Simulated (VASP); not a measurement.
Wanted: the native input for a VASP 6.6.1 run.

```yaml
Task: single point
Functional: LDA
Potentials_or_basis: VASP PAW LDA potentials, release 64 (C)
Cutoff: 520 eV
k_mesh: 12 × 12 × 12
Occupations: gaussian, width 0.05 eV
Spin: no spin polarisation
Dipole_correction: no
Further_INCAR_settings: ALGO = Normal; EDIFF = 1e-07; NBANDS = 11
```

The structure of C lies in POSCAR:

```
C
1.0
    1.2894276638      0.7444514088      3.4306861104
   -1.2894276638      0.7444514088      3.4306861104
    0.0000000000     -1.4889028176      3.4306861104
C
2
Direct
    0.1640000000      0.1640000000      0.1640000000
    0.8360000000      0.8360000000      0.8360000000
```

This cell differs from its parent crystal: strain +0.050 along x and y, +0.025 along z.

One way to write it, as run:

INCAR

```
PREC = Accurate ; ENCUT = 520
EDIFF = 1E-7 ; ISMEAR = 0
SIGMA = 0.05 ; LREAL = F
LASPH = T ; NELM = 100
ALGO = Normal ; ISIF = 2
LWAVE = F ; LCHARG = F
GGA = CA ; NBANDS = 11
```

KPOINTS

```
regular mesh
0
Gamma
  12 12 12
```

Potentials or basis: VASP PAW LDA potentials, release 64 (C).

Launch:

```sh
$ cat potpaw_LDA.64/C/POTCAR > POTCAR
$ mpirun -np 1 vasp_std > vasp.out
```

Results of the run:

```json
{
  "Pressure": "-35.3 GPa",
  "Largest force": "0.899 eV/Å",
  "Band gap on the k mesh": "0.71 eV, direct"
}
```

Caveat: the cell differs from its parent crystal (strain +0.050 along x and y, +0.025 along z).

Run time: 26 s on 1 thread of Intel Xeon 6975P-C, on a shared host, peak memory 0.15 GiB.
